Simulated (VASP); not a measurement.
# Pt2Br3 (P6/mmm) in VASP: notebook, part 2 of 2

VASP 6.6.1. Earlier steps stand in the parts before.

### 3 Single point, PBE

This run uses another cell than the first one, of 30.42 Å³/atom.

Contents of INCAR:

```
SYSTEM = Pt2Br3
PREC = Accurate ; ENCUT = 520
EDIFF = 1E-6 ; ISMEAR = 0
SIGMA = 0.1 ; LREAL = .FALSE.
LASPH = .TRUE. ; NELM = 60
ALGO = Fast ; ISIF = 2
LWAVE = .FALSE. ; LCHARG = .FALSE.
GGA = PE ; NBANDS = 28
```

Contents of KPOINTS:

```
Automatic mesh
0
G
  6 6 8
  0 0 0
```

Contents of POSCAR:

```
Pt2Br3
1.0
    6.0165775987      0.0000000000      0.0000000000
   -3.0082887993      5.2105090443      0.0000000000
    0.0000000000      0.0000000000      4.8513439752
Pt Br
2 3
Direct
    0.0000000000      0.0000000000      0.2484485237
    0.0000000000      0.0000000000      0.7515514763
    0.0000000000      0.5000000000      0.5000000000
    0.5000000000      0.5000000000      0.5000000000
    0.5000000000      0.0000000000      0.5000000000
```

Potentials or basis: VASP PAW PBE potentials, release 64 (Pt, Br).

Command:

```
$ cat potpaw_PBE.64/Pt/POTCAR potpaw_PBE.64/Br/POTCAR > POTCAR
$ mpirun -np 1 vasp_std > vasp.out
```

OUTCAR:

```text
SYSTEM = Pt2Br3
   PREC = Accurate
   ENCUT = 520
   EDIFF = 1E-6
   ISMEAR = 0
   LREAL = .FALSE.
   LASPH = .TRUE.
   NELM = 60
   ISIF = 2
   GGA = PE

 ion  position               nearest neighbor table
   1  0.000  0.000  0.248-   2 2.41   2 2.44
   2  0.000  0.000  0.752-   1 2.41   1 2.44
   3  0.000  0.500  0.500-
   4  0.500  0.500  0.500-
   5  0.500  0.000  0.500-

  LATTYP: Found a hexagonal cell.
 ALAT       =     6.0165775987
 C/A-ratio  =     0.8063294947

  Lattice vectors:

 A1 = (   6.0165775987,   0.0000000000,   0.0000000000)
 A2 = (  -3.0082887993,   5.2105090443,   0.0000000000)
 A3 = (   0.0000000000,   0.0000000000,   4.8513439752)

Analysis of symmetry for initial positions (statically):
=====================================================================
 Subroutine PRICEL returns:
 Original cell was already a primitive cell.

 Routine SETGRP: Setting up the symmetry group for a
 hexagonal supercell.

 Subroutine GETGRP returns: Found 24 space group operations
[... 172 lines left out ...]

 E-fermi :   1.6407     XC(G=0):  -8.5608

 val. band max:        1.6271773429   @ k =   0.3333   0.1667   0.1250
 cond. band min:       1.6484027717   @ k =   0.5000  -0.0000   0.1250
 fundamental gap:      0.0212254288
 Fermi energy:         1.6407038845

 k-point     1 :       0.0000    0.0000    0.0000
  band No.  band energies     occupation
      1     -14.0466      2.00000
      2     -12.4491      2.00000
      3     -12.4491      2.00000
      4      -4.9171      2.00000
      5      -3.9398      2.00000
      6      -3.4690      2.00000
[... 733 lines left out ...]
     27       8.8122      0.00000
     28       9.3409      0.00000

 [... further k-points ...]

------------------------ aborting loop because EDIFF is reached ----------------------------------------

  FORCE on cell =-STRESS in cart. coord.  units (eV):
  Direction    XX          YY          ZZ          XY          YZ          ZX
  --------------------------------------------------------------------------------------
  -------------------------------------------------------------------------------------
  Total       -0.0953552     -0.0953552     -0.0242524     -0.0000000      0.0000000     -0.0000000
  in kB       -1.0045307     -1.0045307     -0.2554893     -0.0000000      0.0000000     -0.0000000
  external PRESSURE =      -0.7548503 kB  Pullay stress =       0.0000000 kB

 VOLUME and BASIS-vectors are now :
 -----------------------------------------------------------------------------
  energy-cutoff  :      520.00
  volume of cell :      152.09
      direct lattice vectors                 reciprocal lattice vectors
     6.016577599  0.000000000  0.000000000     0.166207447  0.095959914  0.000000000
    -3.008288799  5.210509044  0.000000000     0.000000000  0.191919828  0.000000000
     0.000000000  0.000000000  4.851343975     0.000000000  0.000000000  0.206128447

 POSITION                                       TOTAL-FORCE (eV/Angst)
 -----------------------------------------------------------------------------------
      0.00000      0.00000      1.20531         0.000000     -0.000000      0.002963
      0.00000      0.00000      3.64603        -0.000000      0.000000     -0.002963
     -1.50414      2.60525      2.42567         0.000000     -0.000000     -0.000000
      1.50414      2.60525      2.42567         0.000000     -0.000000     -0.000000
      3.00829      0.00000      2.42567         0.000000     -0.000000     -0.000000
 -----------------------------------------------------------------------------------
    total drift:                                0.000000     -0.000000     -0.000000

  FREE ENERGIE OF THE ION-ELECTRON SYSTEM (eV)
  ---------------------------------------------------
  free  energy   TOTEN  =       -11.7476733082 eV

  energy  without entropy=      -11.7108192193  energy(sigma->0) =      -11.72924626
```

It took 3.1 min on 1 thread of Oxide Virtual Turin-like, shared host; peak memory 0.32 GiB.

What came out:

| Item | Value |
| --- | --- |
| Free energy | -11.7477 eV |
| Pressure | -0.1 GPa |
| Band gap on the k mesh | zero (an odd number of electrons rules out a gap without spin polarisation) |

Forces in eV/Å, atoms in the order of the input:
```
Pt   0.000  0.000  0.003
Pt   0.000  0.000 -0.003
Br   0.000  0.000  0.000
Br   0.000  0.000  0.000
Br   0.000  0.000  0.000
```

Caveat: spin-orbit coupling is left out, which moves the levels of the heavy elements; an odd number of electrons without spin polarisation forces a metal; a magnetic or distorted state may lie lower.

### 4 Relaxation of cell and atoms, PBE

Contents of INCAR:

```
PREC = Accurate
ENCUT = 600
EDIFF = 1E-6
ISMEAR = 0
SIGMA = 0.1
LREAL = F
LASPH = T
NELM = 100
ALGO = Fast
ISIF = 3
LWAVE = F
LCHARG = F
GGA = PE
IBRION = 2
NSW = 100
EDIFFG = -0.01
```

Contents of KPOINTS:

```
Automatic mesh
0
Gamma
  6 6 8
```

Contents of POSCAR:

```
Pt2Br3
1.0
    6.0082857629      0.0000000000      0.0000000000
   -3.0041428814      5.2033281039      0.0000000000
    0.0000000000      0.0000000000      4.8753330411
Pt Br
2 3
Direct
    0.0000000000      0.0000000000      0.2491158483
    0.0000000000      0.0000000000      0.7508841517
    0.0000000000      0.5000000000      0.5000000000
    0.5000000000      0.5000000000      0.5000000000
    0.5000000000      0.0000000000      0.5000000000
```

Command:

```
$ cat potpaw_PBE.64/Pt/POTCAR potpaw_PBE.64/Br/POTCAR > POTCAR
$ mpirun -np 1 vasp_std > vasp.out
```

Run time: 11 min. Hardware: 1 thread of Oxide Virtual Turin-like, shared host; peak memory 0.36 GiB.

Results (log left out):

```
Free energy                           : -11.7475 eV
Relaxed volume                        : 30.34 Å³/atom
Relaxed cell                          : a = 6.008 Å, b = 6.008 Å, c = 4.853 Å, α = 90.00°, β = 90.00°, γ = 120.00°
Space group after relaxing (to 0.1 Å) : P6/mmm (No. 191)
Energy gained by relaxing             : 0.4 meV/atom
Ionic steps                           : 5
Pressure after relaxing               : 0.0 GPa
Largest force after relaxing          : 0.005 eV/Å
Band gap on the k mesh                : zero (an odd number of electrons rules out a gap without spin polarisation)
```

Forces on the atoms (eV/Å):
```
Pt   0.000  0.000 -0.005
Pt   0.000  0.000  0.005
Br   0.000  0.000  0.000
Br   0.000  0.000  0.000
Br   0.000  0.000  0.000
```

Step by step:
| step | energy change (eV) | largest force (eV/Å) | pressure (GPa) | volume (Å³) |
| --- | --- | --- | --- | --- |
| 1 | 0.0000 | 0.1309 | -0.24 | 152.42 |
| 2 | -0.0013 | 0.1449 | 0.10 | 151.43 |
| 3 | -0.0017 | 0.0452 | -0.01 | 151.76 |
| 4 | -0.0018 | 0.0351 | 0.05 | 151.66 |
| 5 | -0.0018 | 0.0045 | 0.03 | 151.69 |

Final structure:
```
Pt Br
1.0
     6.00805    0.00000    0.00000
    -3.00402    5.20312    0.00000
     0.00000    0.00000    4.85251
Pt Br
2 3
Cartesian
  0.0000 0.0000 1.2058
  -3.0040 5.2031 3.6467
  -1.5020 2.6016 2.4263
  1.5020 2.6016 2.4263
  0.0000 5.2031 2.4263
```

Levels at points of the mesh, in eV from the Fermi level:
| k point | band 18 | band 19 | band 20 | band 21 | band 22 | band 23 | band 24 |
| --- | --- | --- | --- | --- | --- | --- | --- |
| (0.00, 0.00, 0.00) | -0.35 | 0.34 | 0.34 | 0.42 | 0.62 | 0.62 | 3.37 |
| (0.50, 0.00, 0.00) | -0.69 | 0.13 | 0.31 | 0.35 | 0.35 | 0.62 | 3.38 |
| (0.00, 0.00, 0.50) | -0.90 | -0.65 | -0.65 | -0.34 | 0.34 | 0.73 | 0.73 |
| (0.50, 0.00, 0.50) | -1.45 | -1.33 | -1.17 | -0.47 | -0.15 | 0.68 | 1.75 |

Caveat: spin-orbit coupling is left out, which moves the levels of the heavy elements; an odd number of electrons without spin polarisation forces a metal; a magnetic or distorted state may lie lower.

### 5 Overview

```tsv
task	cell	k mesh	cutoff (eV)	gap on the mesh (eV)	pressure (GPa)
single point	a = 6.008, b = 6.008, c = 4.875 Å, angles 90.0, 90.0, 120.0°, 5 atoms, atomic positions A	6 × 6 × 4	520	none	-0.2
single point	a = 6.017, b = 6.017, c = 4.851 Å, angles 90.0, 90.0, 120.0°, 5 atoms, atomic positions B	6 × 6 × 8	520	none	-0.1
relaxation of cell and atoms	relaxed from a = 6.008, b = 6.008, c = 4.875 Å, angles 90.0, 90.0, 120.0°, 5 atoms, atomic positions A	6 × 6 × 8	600	none	0.0
```

Alike in all rows: level PBE; potentials or basis VASP PAW PBE potentials, release 64 (Pt, Br); no spin polarisation; smearing gaussian 0.1 eV.

Caveats: spin-orbit coupling is left out, which moves the levels of the heavy elements; an odd number of electrons without spin polarisation forces a metal; a magnetic or distorted state may lie lower.

Total energies depend on the potentials used, so only differences within one code and one set of settings carry meaning.

The gap in the log of VASP goes by the Fermi energy; the results here count the filled bands.